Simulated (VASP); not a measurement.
# Rh (P6_3/mmc) in VASP: notebook, part 2 of 2

VASP 6.6.1. Earlier steps stand in the parts before.

## 3. Single point, r2SCAN

File POSCAR:

```
Rh
1.0
    2.7309790000      0.0000000000      0.0000000000
   -1.3654900000      2.3650970000      0.0000000000
    0.0000000000      0.0000000000      4.4284890000
Rh
2
Direct
    0.6666666667      0.3333333333      0.7500000000
    0.3333333333      0.6666666667      0.2500000000
```

File INCAR.step1:

```
PREC = Accurate
ENCUT = 520
ISMEAR = -1
SIGMA = 0.1
LREAL = F
LASPH = T
NELM = 80
NBANDS = 22
GGA = PE
ALGO = Normal
EDIFF = 1E-4
LWAVE = T
LCHARG = F
```

File INCAR.step2:

```
PREC = Accurate
ENCUT = 520
EDIFF = 1E-7
ISMEAR = -1
SIGMA = 0.1
LREAL = F
LASPH = T
NELM = 80
ALGO = Normal
ISIF = 2
LWAVE = F
LCHARG = F
METAGGA = R2SCAN
LMIXTAU = T
NBANDS = 22
ISTART = 1
```

File KPOINTS:

```
Automatic mesh
0
Gamma
  7 7 4
```

Potentials or basis: VASP PAW PBE potentials, release 64 (Rh_pv).

Started as:

```
$ cat potpaw_PBE.64/Rh_pv/POTCAR > POTCAR
$ cp INCAR.step1 INCAR
$ mpirun -np 1 vasp_std > vasp.out
$ cp INCAR.step2 INCAR
$ mpirun -np 1 vasp_std > vasp.out
```

OUTCAR:

```text
PREC = Accurate
   ENCUT = 520
   EDIFF = 1E-7
   ISMEAR = -1
   LREAL = F
   LASPH = T
   NELM = 80
   ISIF = 2
   METAGGA = R2SCAN
   ISTART = 1

 ion  position               nearest neighbor table
   1  0.667  0.333  0.750-   2 2.72   2 2.72   2 2.72   2 2.72   2 2.72   2 2.72
   2  0.333  0.667  0.250-   1 2.72   1 2.72   1 2.72   1 2.72   1 2.72   1 2.72

  LATTYP: Found a hexagonal cell.
 ALAT       =     2.7309790000
 C/A-ratio  =     1.6215756328

  Lattice vectors:

 A1 = (   2.7309790000,   0.0000000000,   0.0000000000)
 A2 = (  -1.3654900000,   2.3650970000,   0.0000000000)
 A3 = (   0.0000000000,   0.0000000000,   4.4284890000)

Analysis of symmetry for initial positions (statically):
=====================================================================
 Subroutine PRICEL returns:
 Original cell was already a primitive cell.

 Routine SETGRP: Setting up the symmetry group for a
 hexagonal supercell.

 Subroutine GETGRP returns: Found 24 space group operations
 (whereof 12 operations were pure point group operations)
 out of a pool of 24 trial point group operations.

The static configuration has the point symmetry D_3d.
 The point group associated with its full space group is D_6h.

Analysis of symmetry for dynamics (positions and initial velocities):
=====================================================================
 Subroutine PRICEL returns:
 Original cell was already a primitive cell.

 Routine SETGRP: Setting up the symmetry group for a
 hexagonal supercell.

 Subroutine GETGRP returns: Found 24 space group operations
 (whereof 12 operations were pure point group operations)
 out of a pool of 24 trial point group operations.

The dynamic configuration has the point symmetry D_3d.
 The point group associated with its full space group is D_6h.

 Subroutine INISYM returns: Found 24 space group operations
 (whereof 12 operations are pure point group operations),
 and found     1 'primitive' translations

----------------------------------------------------------------------------------------

                                     Primitive cell

  volume of cell :      28.6037

  direct lattice vectors                    reciprocal lattice vectors
     2.730979000  0.000000000  0.000000000     0.366169055  0.211407897  0.000000000
    -1.365490000  2.365097000  0.000000000     0.000000000  0.422815639  0.000000000
     0.000000000  0.000000000  4.428489000     0.000000000  0.000000000  0.225810655

  length of vectors
     2.730979000  2.730979084  4.428489000     0.422815652  0.422815639  0.225810655

  position of ions in fractional coordinates (direct lattice)
     0.666666667  0.333333333  0.750000000
     0.333333333  0.666666667  0.250000000

  ion indices of the primitive-cell ions
   primitive index   ion index
                 1           1
                 2           2

----------------------------------------------------------------------------------------

 KPOINTS: Automatic mesh

Automatic generation of k-mesh.
 Grid dimensions read from file:
 generate k-points for:    7    7    4

 Generating k-lattice:

  Cartesian coordinates                     Fractional coordinates (reciprocal lattice)
     0.052309865  0.030201128  0.000000000     0.142857143  0.000000000  0.000000000
     0.000000000  0.060402234  0.000000000     0.000000000  0.142857143  0.000000000
     0.000000000  0.000000000  0.056452664     0.000000000  0.000000000  0.250000000

  Length of vectors
     0.060402236  0.060402234  0.056452664

  Shift w.r.t. Gamma in fractional coordinates (k-lattice)
     0.000000000  0.000000000  0.000000000

 Subroutine IBZKPT returns following result:
 ===========================================

 Found     24 irreducible k-points:

 Following reciprocal coordinates:
            Coordinates               Weight
  0.000000  0.000000  0.000000      1.000000
  0.142857 -0.000000  0.000000      6.000000
  0.285714  0.000000  0.000000      6.000000
  0.428571 -0.000000  0.000000      6.000000
  0.142857  0.142857  0.000000      6.000000
  0.285714  0.142857  0.000000     12.000000
[... 16 lines left out ...]
  0.428571  0.142857  0.500000      6.000000
  0.285714  0.285714  0.500000      6.000000
   k-points           NKPTS =     24   k-points in BZ     NKDIM =     24   number of bands    NBANDS=     22
   number of dos      NEDOS =    301   number of ions     NIONS =      2
   total plane-waves  NPLWV =  14400
   dimension x,y,z NGX =    20 NGY =   20 NGZ =   36
   dimension x,y,z NGXF=    40 NGYF=   40 NGZF=   72
   ions per type =               2
   NGX,Y,Z   is equivalent  to a cutoff of  12.17, 12.17, 13.51 a.u.
   NGXF,Y,Z  is equivalent  to a cutoff of  24.35, 24.35, 27.03 a.u.
 SYSTEM =  unknown system
   PREC   = accura    normal or accurate (medium, high low for compatibility)
   ISTART =      1    job   : 0-new  1-cont  2-samecut
   ICHARG =      0    charge: 1-file 2-atom 10-const
   ISPIN  =      1    spin polarized calculation?
   LNONCOLLINEAR =      F non collinear calculations
   LSORBIT =      F    spin-orbit coupling
   LASPH  =      T    aspherical Exc in radial PAW
   ENCUT  =  520.0 eV  38.22 Ry    6.18 a.u.   5.08  5.08  8.23*2*pi/ulx,y,z
   NELM   =     80;   NELMIN=  2; NELMDL=  0     # of ELM steps
   EDIFF  = 0.1E-06   stopping-criterion for ELM
   LREAL  =      F    real-space projection
   EDIFFG = 0.1E-05   stopping-criterion for IOM
   NSW    =      0    number of steps for IOM
   IBRION =     -1    ionic relax: 0-MD 1-quasi-New 2-CG
   NFREE  =      0    steps in history (QN), initial steepest desc. (CG)
   ISIF   =      2    stress and relaxation
   ISYM   =      2    0-nonsym 1-usesym 2-fastsym
   POTIM  = 0.5000    time-step for ionic-motion
   TEBEG  =    0.0;   TEEND  =   0.0 temperature during run
   PSTRESS=    0.0 pullay stress
   NELECT =      30.0000    total number of electrons
   NUPDOWN=      -1.0000    fix difference up-down
   EMIN   =  10.00;   EMAX   =-10.00  energy-range for DOS
   EFERMI =   0.00;   METHOD = LEGACY
   ISMEAR =    -1;   SIGMA  =   0.10  broadening in eV -4-tet -1-fermi 0-gaus
   EFERMI_NEDOS =   21; number of points for ismear=-14 and -15
   IALGO  =     38    algorithm
   IMIX   =      4    mixing-type and parameters
     AMIX     =   0.40;   BMIX     =  1.00
     AMIX_MAG =   1.60;   BMIX_MAG =  1.00
  volume/ion in A,a.u.               =      14.30        96.51
  Fermi-wavevector in a.u.,A,eV,Ry     =   1.663314  3.143208 37.642069  2.766614
  Thomas-Fermi vector in A             =   2.750053
   LORBIT       =      0    0 simple, 1 ext, 2 COOP (PROOUT), +10 PAW based schemes
   METAGGA = R2SCAN    functional components
   LHFCALC =     F    Hartree Fock is set to
   AEXX    =    0.0000 exact exchange contribution
   IVDW    =     0    specifies the selected vdW correction
   LEPSILON=     F    determine dielectric tensor
   LRPA    =     F    only Hartree local field effects (RPA)
 non-spin polarized calculation
  energy-cutoff  :      520.00
  volume of cell :       28.60
 maximum number of plane-waves:       786
   NGX = 11   NGY = 11   NGZ = 17

 number of electron      30.0000007 magnetization

 Free energy of the ion-electron system (eV)
  ---------------------------------------------------
  ext. energy  EPLUGINS =         0.00000000
  ---------------------------------------------------
  free energy    TOTEN  =       -48.27356832 eV

  energy without entropy =      -48.18792509  energy(sigma->0) =      -48.23074670

 E-fermi :  11.1243     XC(G=0): -14.9127

 val. band max:       10.9260873462   @ k =   0.4286  -0.0000   0.2500
 cond. band min:      11.1403809961   @ k =   0.1429  -0.0000   0.5000
 fundamental gap:      0.2142936499
 Fermi energy:        11.1243099169

 k-point     1 :       0.0000    0.0000    0.0000
  band No.  band energies     occupation
      1     -37.3517      2.00000
      2     -36.7849      2.00000
      3     -36.7849      2.00000
      4     -36.6853      2.00000
      5     -36.6853      2.00000
      6     -36.6525      2.00000
[... 14 lines left out ...]
     21      28.4838      0.00000
     22      28.4840      0.00000
[... 552 lines left out ...]
  band No.  band energies     occupation
      1     -37.2455      2.00000
      2     -37.2455      2.00000
      3     -37.0490      2.00000
      4     -37.0490      2.00000
      5     -36.7945      2.00000
      6     -36.7945      2.00000
[... 14 lines left out ...]
     21      22.3479      0.00000
     22      22.3479      0.00000

------------------------ aborting loop because EDIFF is reached ----------------------------------------

  FORCE on cell =-STRESS in cart. coord.  units (eV):
  Direction    XX          YY          ZZ          XY          YZ          ZX
  --------------------------------------------------------------------------------------
  -------------------------------------------------------------------------------------
  Total       -1.7956506     -1.7956503     -1.2793512      0.0000004      0.0000000     -0.0000000
  in kB     -100.5795140   -100.5794977    -71.6601096      0.0000213      0.0000000     -0.0000000
  external PRESSURE =     -90.9397071 kB  Pullay stress =       0.0000000 kB

 VOLUME and BASIS-vectors are now :
 -----------------------------------------------------------------------------
  energy-cutoff  :      520.00
  volume of cell :       28.60
      direct lattice vectors                 reciprocal lattice vectors
     2.730979000  0.000000000  0.000000000     0.366169055  0.211407897  0.000000000
    -1.365490000  2.365097000  0.000000000     0.000000000  0.422815639  0.000000000
     0.000000000  0.000000000  4.428489000     0.000000000  0.000000000  0.225810655

 POSITION                                       TOTAL-FORCE (eV/Angst)
 -----------------------------------------------------------------------------------
      1.36549      0.78837      3.32137        -0.000000      0.000000      0.000000
     -0.00000      1.57673      1.10712         0.000000     -0.000000      0.000000
 -----------------------------------------------------------------------------------
    total drift:                                0.000000     -0.000000      0.000000

  FREE ENERGIE OF THE ION-ELECTRON SYSTEM (eV)
  ---------------------------------------------------
  free  energy   TOTEN  =       -48.2735683159 eV

  energy  without entropy=      -48.1879250929  energy(sigma->0) =      -48.23074670
```

Wall time 48 s (1 thread of AMD EPYC 7R13 (Zen 3), shared host); peak memory 0.12 GiB.

Results:

```yaml
Free_energy: -48.2736 eV
Pressure: -9.1 GPa
Band_gap_on_the_k_mesh: zero (band 15 reaches 11.59 eV, above the bottom of band 16 at 9.55 eV)
```

Caveat: the k points lie up to 0.38 Å⁻¹ apart; the PAW data sets were made with another functional, which shifts forces and pressure a little.

## 4. Single point, r2SCAN

POSCAR is that of step 3.

File INCAR.step1:

```
SYSTEM = Rh
PREC = Accurate
ENCUT = 520
ISMEAR = -1
SIGMA = 0.1
LREAL = .False.
LASPH = .True.
NELM = 60
NBANDS = 22
GGA = PE
ALGO = Normal
EDIFF = 1E-4
LWAVE = .True.
LCHARG = .False.
```

File INCAR.step2:

```
SYSTEM = Rh
PREC = Accurate
ENCUT = 520
EDIFF = 1E-7
ISMEAR = -1
SIGMA = 0.1
LREAL = .False.
LASPH = .True.
NELM = 60
ALGO = Normal
ISIF = 2
LWAVE = .False.
LCHARG = .False.
METAGGA = R2SCAN
LMIXTAU = .True.
NBANDS = 22
ISTART = 1
```

File KPOINTS:

```
regular mesh
0
Gamma
  9 9 5
  0 0 0
```

Started as:

```
$ cat potpaw_PBE.64/Rh_pv/POTCAR > POTCAR
$ cp INCAR.step1 INCAR
$ mpirun -np 1 vasp_std > vasp.out
$ cp INCAR.step2 INCAR
$ mpirun -np 1 vasp_std > vasp.out
```

Run time: 67 s. Hardware: 1 thread of AMD EPYC 7R13 (Zen 3), shared host; peak memory 0.12 GiB.

The run converged. Its results:

- Free energy: -48.2078 eV
- Pressure: -8.3 GPa
- Band gap on the k mesh: zero (band 15 reaches 11.70 eV, above the bottom of band 16 at 9.66 eV)

Stress tensor (GPa, compression positive):
```
-7.88  0.00  0.00
 0.00 -7.88  0.00
 0.00  0.00 -9.02
```

Levels at points of the mesh, in eV from the Fermi level:
```
           k point  band 13  band 14  band 15  band 16  band 17  band 18
(0.00, 0.00, 0.00)    -2.42    -1.83    -1.83     0.16     0.16     0.94
```

Caveat: the PAW data sets were made with another functional, which shifts forces and pressure a little.

## 5. Single point, r2SCAN

POSCAR is that of step 4.

File INCAR.step1:

```
SYSTEM = Rh
PREC = Accurate
ENCUT = 520
ISMEAR = -1
SIGMA = 0.1
LREAL = .FALSE.
LASPH = .TRUE.
NELM = 80
NBANDS = 22
GGA = PE
ALGO = Normal
EDIFF = 1E-4
LWAVE = .TRUE.
LCHARG = .FALSE.
```

File INCAR.step2:

```
SYSTEM = Rh
PREC = Accurate
ENCUT = 520
EDIFF = 1E-6
ISMEAR = -1
SIGMA = 0.1
LREAL = .FALSE.
LASPH = .TRUE.
NELM = 80
ALGO = Normal
ISIF = 2
LWAVE = .FALSE.
LCHARG = .FALSE.
METAGGA = R2SCAN
LMIXTAU = .TRUE.
NBANDS = 22
ISTART = 1
```

File KPOINTS:

```
regular mesh
0
G
  12 12 6
  0 0 0
```

Started as:

```
$ cat potpaw_PBE.64/Rh_pv/POTCAR > POTCAR
$ cp INCAR.step1 INCAR
$ mpirun -np 1 vasp_std > vasp.out
$ cp INCAR.step2 INCAR
$ mpirun -np 1 vasp_std > vasp.out
```

Run time: 96 s. Hardware: 1 thread of AMD EPYC 7R13 (Zen 3), shared host; peak memory 0.14 GiB.

It converged, with:

```yaml
Free_energy: -48.2155 eV
Pressure: -8.3 GPa
Band_gap_on_the_k_mesh: zero (band 15 reaches 11.71 eV, above the bottom of band 16 at 9.40 eV)
```

Stress tensor (GPa, compression positive):
```
-8.01  0.00  0.00
 0.00 -8.01  0.00
 0.00  0.00 -8.98
```

Levels at points of the mesh, in eV from the Fermi level:
```csv
k point,band 12,band 13,band 14,band 15,band 16,band 17,band 18,band 19
"(0.00, 0.00, 0.00)",-2.44,-2.44,-1.84,-1.84,0.15,0.15,0.92,8.66
"(0.50, 0.00, 0.00)",-2.17,-2.02,0.44,0.61,0.73,3.11,5.24,10.61
"(0.00, 0.00, 0.50)",-3.05,-3.05,-3.05,-0.42,-0.42,-0.42,-0.42,15.36
"(0.50, 0.00, 0.50)",-1.60,-0.24,-0.24,0.61,0.61,2.83,2.83,9.45
```

Caveat: the PAW data sets were made with another functional, which shifts forces and pressure a little.

## 6. Overview

```tsv
k mesh	gap on the mesh (eV)	pressure (GPa)
6 × 6 × 3	none	-8.0
7 × 7 × 4	none	-9.1
9 × 9 × 5	none	-8.3
12 × 12 × 6	none	-8.3
```

Alike in all rows: task single point; level r2SCAN; potentials or basis VASP PAW PBE potentials, release 64 (Rh_pv); no spin polarisation; cell as given; cutoff (eV) 520; smearing fermi-dirac 0.1 eV.

Caveats: some runs use coarse meshes; the PAW data sets were made with another functional, which shifts forces and pressure a little.

Total energies depend on the potentials used, so only differences within one code and one set of settings carry meaning.
